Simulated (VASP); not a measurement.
# K4H (P4/mmm) in VASP: a series of runs

K4H is run at these levels: PBE; tasks: single point, relaxation of cell and atoms.

All numbers are computed with VASP 6.6.1; they aren't measurements. Logs are shortened: lines on timing, memory, paths and dates and some standing lists are left out, and cuts for length are marked.

## Step 1: The cell of the first run

It takes space group P4/mmm (No. 123, tetragonal). The conventional cell has a = 5.080 Å, b = 5.080 Å, c = 7.185 Å, α = 90.00°, β = 90.00°, γ = 90.00°. Within 4.1 Å of K (site symmetry 2mm) lie 2 H at 3.11 Å and 6 K at 3.59 Å. H (site symmetry 4/mmm) has 8 K at 3.11 Å within 4.1 Å.

## Step 2: Single point, PBE (atoms taken out)

INCAR reads:

```
SYSTEM = K4H
ALGO = Normal
EDIFF = 1E-6
ENCUT = 520
GGA = PE
ISIF = 2
ISMEAR = 0
LASPH = .TRUE.
LCHARG = .TRUE.
LELF = .TRUE.
LREAL = .FALSE.
LVHAR = .TRUE.
LWAVE = .FALSE.
NBANDS = 26
NELM = 80
PREC = Accurate
SIGMA = 0.1
```

KPOINTS reads:

```
k-points
0
G
  4 4 4
  0 0 0
```

POSCAR reads:

```
K4H
1.0
    5.0802417300      0.0000000000      0.0000000000
    0.0000000000      5.0802417300      0.0000000000
    0.0000000000      0.0000000000      7.1845467500
K H
4 1
Direct
    0.5000000000      0.0000000000      0.2500000000
    0.0000000000      0.5000000000      0.7500000000
    0.5000000000      0.0000000000      0.7500000000
    0.0000000000      0.5000000000      0.2500000000
    0.0000000000      0.0000000000      0.0000000000
```

Potentials or basis: VASP PAW PBE potentials, release 64 (K_sv, H).

On the command line:

```console
cat potpaw_PBE.64/K_sv/POTCAR potpaw_PBE.64/H/POTCAR > POTCAR
mpirun -np 1 vasp_std > vasp.out
```

OUTCAR:

```text
SYSTEM = K4H
   EDIFF = 1E-6
   ENCUT = 520
   GGA = PE
   ISIF = 2
   ISMEAR = 0
   LASPH = .TRUE.
   LREAL = .FALSE.
   NELM = 80
   PREC = Accurate

 ion  position               nearest neighbor table
   1  0.500  0.000  0.250-   3 3.59   3 3.59   4 3.59   4 3.59   4 3.59   4 3.59
   2  0.000  0.500  0.750-   4 3.59   4 3.59   3 3.59   3 3.59   3 3.59   3 3.59
   3  0.500  0.000  0.750-   1 3.59   1 3.59   2 3.59   2 3.59   2 3.59   2 3.59
   4  0.000  0.500  0.250-   2 3.59   2 3.59   1 3.59   1 3.59   1 3.59   1 3.59
   5  0.000  0.000  0.000-

  LATTYP: Found a simple tetragonal cell.
 ALAT       =     5.0802417300
 C/A-ratio  =     1.4142135614

  Lattice vectors:

 A1 = (   5.0802417300,   0.0000000000,   0.0000000000)
 A2 = (   0.0000000000,   5.0802417300,   0.0000000000)
 A3 = (   0.0000000000,   0.0000000000,   7.1845467500)

Analysis of symmetry for initial positions (statically):
=====================================================================
 Subroutine PRICEL returns:
 Original cell was already a primitive cell.

 Routine SETGRP: Setting up the symmetry group for a
 simple tetragonal supercell.

 Subroutine GETGRP returns: Found 16 space group operations
 (whereof 16 operations were pure point group operations)
 out of a pool of 16 trial point group operations.

The static configuration has the point symmetry D_4h.

Analysis of symmetry for dynamics (positions and initial velocities):
=====================================================================
 Subroutine PRICEL returns:
 Original cell was already a primitive cell.

 Routine SETGRP: Setting up the symmetry group for a
 simple tetragonal supercell.

 Subroutine GETGRP returns: Found 16 space group operations
 (whereof 16 operations were pure point group operations)
 out of a pool of 16 trial point group operations.

The dynamic configuration has the point symmetry D_4h.

 Subroutine INISYM returns: Found 16 space group operations
 (whereof 16 operations are pure point group operations),
 and found     1 'primitive' translations

----------------------------------------------------------------------------------------

                                     Primitive cell

  volume of cell :     185.4249

  direct lattice vectors                    reciprocal lattice vectors
     5.080241730  0.000000000  0.000000000     0.196841027  0.000000000  0.000000000
     0.000000000  5.080241730  0.000000000     0.000000000  0.196841027  0.000000000
     0.000000000  0.000000000  7.184546750     0.000000000  0.000000000  0.139187625

  length of vectors
     5.080241730  5.080241730  7.184546750     0.196841027  0.196841027  0.139187625

  position of ions in fractional coordinates (direct lattice)
     0.500000000  0.000000000  0.250000000
     0.000000000  0.500000000  0.750000000
     0.500000000  0.000000000  0.750000000
     0.000000000  0.500000000  0.250000000
     0.000000000  0.000000000  0.000000000

  ion indices of the primitive-cell ions
   primitive index   ion index
                 1           1
                 2           2
                 3           3
                 4           4
                 5           5

----------------------------------------------------------------------------------------

 KPOINTS: k-points

Automatic generation of k-mesh.
 Grid dimensions read from file:
 generate k-points for:    4    4    4

 Generating k-lattice:

  Cartesian coordinates                     Fractional coordinates (reciprocal lattice)
     0.049210257  0.000000000  0.000000000     0.250000000  0.000000000  0.000000000
     0.000000000  0.049210257  0.000000000     0.000000000  0.250000000  0.000000000
     0.000000000  0.000000000  0.034796906     0.000000000  0.000000000  0.250000000

  Length of vectors
     0.049210257  0.049210257  0.034796906

  Shift w.r.t. Gamma in fractional coordinates (k-lattice)
     0.000000000  0.000000000  0.000000000

 Subroutine IBZKPT returns following result:
 ===========================================

 Found     18 irreducible k-points:

 Following reciprocal coordinates:
            Coordinates               Weight
  0.000000  0.000000  0.000000      1.000000
  0.250000  0.000000  0.000000      4.000000
  0.500000  0.000000  0.000000      2.000000
  0.250000  0.250000  0.000000      4.000000
  0.500000  0.250000  0.000000      4.000000
  0.500000  0.500000  0.000000      1.000000
[... 10 lines left out ...]
  0.500000  0.250000  0.500000      4.000000
  0.500000  0.500000  0.500000      1.000000
   k-points           NKPTS =     18   k-points in BZ     NKDIM =     18   number of bands    NBANDS=     26
   number of dos      NEDOS =    301   number of ions     NIONS =      5
   total plane-waves  NPLWV =  86400
   dimension x,y,z NGX =    40 NGY =   40 NGZ =   54
   dimension x,y,z NGXF=    80 NGYF=   80 NGZF=  108
   ions per type =               4   1
   NGX,Y,Z   is equivalent  to a cutoff of  13.09, 13.09, 12.50 a.u.
   NGXF,Y,Z  is equivalent  to a cutoff of  26.18, 26.18, 24.99 a.u.
 SYSTEM =  K4H
   PREC   = accura    normal or accurate (medium, high low for compatibility)
   ISTART =      0    job   : 0-new  1-cont  2-samecut
   ICHARG =      2    charge: 1-file 2-atom 10-const
   ISPIN  =      1    spin polarized calculation?
   LNONCOLLINEAR =      F non collinear calculations
   LSORBIT =      F    spin-orbit coupling
   LASPH  =      T    aspherical Exc in radial PAW
   ENCUT  =  520.0 eV  38.22 Ry    6.18 a.u.   9.45  9.45 13.36*2*pi/ulx,y,z
   NELM   =     80;   NELMIN=  2; NELMDL= -5     # of ELM steps
   EDIFF  = 0.1E-05   stopping-criterion for ELM
   LREAL  =      F    real-space projection
   EDIFFG = 0.1E-04   stopping-criterion for IOM
   NSW    =      0    number of steps for IOM
   IBRION =     -1    ionic relax: 0-MD 1-quasi-New 2-CG
   NFREE  =      0    steps in history (QN), initial steepest desc. (CG)
   ISIF   =      2    stress and relaxation
   ISYM   =      2    0-nonsym 1-usesym 2-fastsym
   POTIM  = 0.5000    time-step for ionic-motion
   TEBEG  =    0.0;   TEEND  =   0.0 temperature during run
   PSTRESS=    0.0 pullay stress
   NELECT =      37.0000    total number of electrons
   NUPDOWN=      -1.0000    fix difference up-down
   EMIN   =  10.00;   EMAX   =-10.00  energy-range for DOS
   EFERMI =   0.00;   METHOD = LEGACY
   ISMEAR =     0;   SIGMA  =   0.10  broadening in eV -4-tet -1-fermi 0-gaus
   EFERMI_NEDOS =   21; number of points for ismear=-14 and -15
   IALGO  =     38    algorithm
   IMIX   =      4    mixing-type and parameters
     AMIX     =   0.40;   BMIX     =  1.00
     AMIX_MAG =   1.60;   BMIX_MAG =  1.00
  volume/ion in A,a.u.               =      37.08       250.26
  Fermi-wavevector in a.u.,A,eV,Ry     =   0.956649  1.807805 12.451747  0.915178
  Thomas-Fermi vector in A             =   2.085596
   LORBIT       =      0    0 simple, 1 ext, 2 COOP (PROOUT), +10 PAW based schemes
   GGA     = PE    functional components
   LHFCALC =     F    Hartree Fock is set to
   AEXX    =    0.0000 exact exchange contribution
   IVDW    =     0    specifies the selected vdW correction
   LEPSILON=     F    determine dielectric tensor
   LRPA    =     F    only Hartree local field effects (RPA)
 non-spin polarized calculation
 Gauss-broadening in eV      SIGMA  =   0.10
  energy-cutoff  :      520.00
  volume of cell :      185.42
 maximum number of plane-waves:      5050
 NGX is ok and might be reduce to    40
   NGX = 19   NGY = 19   NGZ = 27

 number of electron      37.0000002 magnetization

 Free energy of the ion-electron system (eV)
  ---------------------------------------------------
  ext. energy  EPLUGINS =         0.00000000
  ---------------------------------------------------
  free energy    TOTEN  =        -6.39474966 eV

  energy without entropy =       -6.36233400  energy(sigma->0) =       -6.37854183

 E-fermi :   1.0835     XC(G=0):  -6.9902

 val. band max:        1.0626227173   @ k =   0.2500   0.0000   0.2500
 cond. band min:       1.2510671384   @ k =   0.2500   0.2500   0.2500
 fundamental gap:      0.1884444211
 Fermi energy:         1.0835101003

 k-point     1 :       0.0000    0.0000    0.0000
  band No.  band energies     occupation
      1     -31.1295      2.00000
      2     -31.0907      2.00000
      3     -31.0536      2.00000
      4     -31.0180      2.00000
      5     -14.8555      2.00000
      6     -14.7806      2.00000
[... 18 lines left out ...]
     25       4.0636      0.00000
     26       4.2749      0.00000

 k-point     2 :       0.2500    0.0000    0.0000
  band No.  band energies     occupation
      1     -31.1183      2.00000
      2     -31.0799      2.00000
      3     -31.0646      2.00000
      4     -31.0285      2.00000
      5     -14.8347      2.00000
      6     -14.7400      2.00000
[... 18 lines left out ...]
     25       4.1583      0.00000
     26       4.1764      0.00000

 k-point     3 :       0.5000    0.0000    0.0000
  band No.  band energies     occupation
      1     -31.0913      2.00000
      2     -31.0913      2.00000
      3     -31.0541      2.00000
      4     -31.0541      2.00000
      5     -14.7866      2.00000
      6     -14.7856      2.00000
[... 18 lines left out ...]
     25       4.3412      0.00000
     26       4.4011      0.00000

 k-point     4 :       0.2500    0.2500    0.0000
  band No.  band energies     occupation
      1     -31.1102      2.00000
      2     -31.0723      2.00000
      3     -31.0722      2.00000
      4     -31.0359      2.00000
      5     -14.8198      2.00000
      6     -14.8170      2.00000
[... 18 lines left out ...]
     25       3.8429      0.00000
     26       4.4152      0.00000

 k-point     5 :       0.5000    0.2500    0.0000
  band No.  band energies     occupation
      1     -31.0910      2.00000
      2     -31.0910      2.00000
      3     -31.0539      2.00000
      4     -31.0539      2.00000
      5     -14.7922      2.00000
      6     -14.7848      2.00000
[... 18 lines left out ...]
     25       4.5265      0.00000
     26       4.5709      0.00000

 k-point     6 :       0.5000    0.5000    0.0000
  band No.  band energies     occupation
      1     -31.0907      2.00000
      2     -31.0907      2.00000
      3     -31.0536      2.00000
      4     -31.0536      2.00000
      5     -14.8628      2.00000
      6     -14.8429      2.00000
[... 253 lines left out ...]
 k-point    15 :       0.5000    0.0000    0.5000
  band No.  band energies     occupation
      1     -31.0728      2.00000
      2     -31.0728      2.00000
      3     -31.0727      2.00000
      4     -31.0727      2.00000
      5     -14.6129      2.00000
      6     -14.6109      2.00000
[... 18 lines left out ...]
     25       4.4511      0.00000
     26       4.4582      0.00000

 k-point    16 :       0.2500    0.2500    0.5000
  band No.  band energies     occupation
      1     -31.0913      2.00000
      2     -31.0912      2.00000
      3     -31.0542      2.00000
      4     -31.0541      2.00000
      5     -14.7844      2.00000
      6     -14.7838      2.00000
[... 18 lines left out ...]
     25       4.3549      0.00000
     26       4.3631      0.00000

 k-point    17 :       0.5000    0.2500    0.5000
  band No.  band energies     occupation
      1     -31.0726      2.00000
      2     -31.0726      2.00000
      3     -31.0724      2.00000
      4     -31.0724      2.00000
      5     -14.7603      2.00000
      6     -14.7599      2.00000
[... 18 lines left out ...]
     25       4.6916      0.00000
     26       4.7296      0.00000

 k-point    18 :       0.5000    0.5000    0.5000
  band No.  band energies     occupation
      1     -31.0723      2.00000
      2     -31.0723      2.00000
      3     -31.0722      2.00000
      4     -31.0722      2.00000
      5     -14.8280      2.00000
      6     -14.8277      2.00000
[... 18 lines left out ...]
     25       5.2353      0.00000
     26       5.2551      0.00000

------------------------ aborting loop because EDIFF is reached ----------------------------------------

  FORCE on cell =-STRESS in cart. coord.  units (eV):
  Direction    XX          YY          ZZ          XY          YZ          ZX
  --------------------------------------------------------------------------------------
  -------------------------------------------------------------------------------------
  Total        2.8412503      2.8412503      2.6287310      0.0000000      0.0000000     -0.0000000
  in kB       24.5500256     24.5500256     22.7137377      0.0000000      0.0000000     -0.0000000
  external PRESSURE =      23.9379297 kB  Pullay stress =       0.0000000 kB

 VOLUME and BASIS-vectors are now :
 -----------------------------------------------------------------------------
  energy-cutoff  :      520.00
  volume of cell :      185.42
      direct lattice vectors                 reciprocal lattice vectors
     5.080241730  0.000000000  0.000000000     0.196841027  0.000000000  0.000000000
     0.000000000  5.080241730  0.000000000     0.000000000  0.196841027  0.000000000
     0.000000000  0.000000000  7.184546750     0.000000000  0.000000000  0.139187625

 POSITION                                       TOTAL-FORCE (eV/Angst)
 -----------------------------------------------------------------------------------
      2.54012      0.00000      1.79614        -0.000000      0.000000     -0.270388
      0.00000      2.54012      5.38841         0.000000     -0.000000      0.270388
      2.54012      0.00000      5.38841         0.000000      0.000000      0.270388
      0.00000      2.54012      1.79614         0.000000     -0.000000     -0.270388
      0.00000      0.00000      0.00000         0.000000      0.000000      0.000000
 -----------------------------------------------------------------------------------
    total drift:                               -0.000000      0.000000     -0.000000

  FREE ENERGIE OF THE ION-ELECTRON SYSTEM (eV)
  ---------------------------------------------------
  free  energy   TOTEN  =        -6.3947496627 eV

  energy  without entropy=       -6.3623340038  energy(sigma->0) =       -6.37854183
```

Run time: 47 s. Hardware: 1 thread of Intel Xeon Platinum 8488C (Sapphire Rapids), shared host; peak memory 0.29 GiB.

Results:

| Property | Result |
| --- | --- |
| Free energy | -6.3947 eV |
| Pressure | 2.4 GPa |
| Largest force | 0.270 eV/Å |
| Band gap on the k mesh | zero (an odd number of electrons rules out a gap without spin polarisation) |

Forces in eV/Å, atoms in the order of the input:
```
K    0.000  0.000 -0.270
K    0.000  0.000  0.270
K    0.000  0.000  0.270
K    0.000  0.000 -0.270
H    0.000  0.000  0.000
```

Levels at points of the mesh, in eV from the Fermi level:
```csv
k point,band 17,band 18,band 19,band 20,band 21,band 22
"(0.00, 0.00, 0.00)",-3.73,-1.26,0.32,0.55,2.16,2.16
"(0.50, 0.00, 0.00)",-3.18,-1.01,-0.06,0.86,2.00,2.06
"(0.50, 0.50, 0.00)",-2.91,0.32,0.32,0.46,0.55,0.63
"(0.00, 0.00, 0.50)",-3.50,-1.78,-0.06,1.19,2.53,2.61
"(0.50, 0.00, 0.50)",-3.12,-0.35,-0.33,-0.33,3.31,3.33
"(0.50, 0.50, 0.50)",-2.90,0.54,0.56,0.56,1.28,1.28
```

Caveat: the cell differs from its parent crystal (atoms taken out).

(Continued in part 2 of 2.)

The gap in the log of VASP goes by the Fermi energy; the results here count the filled bands.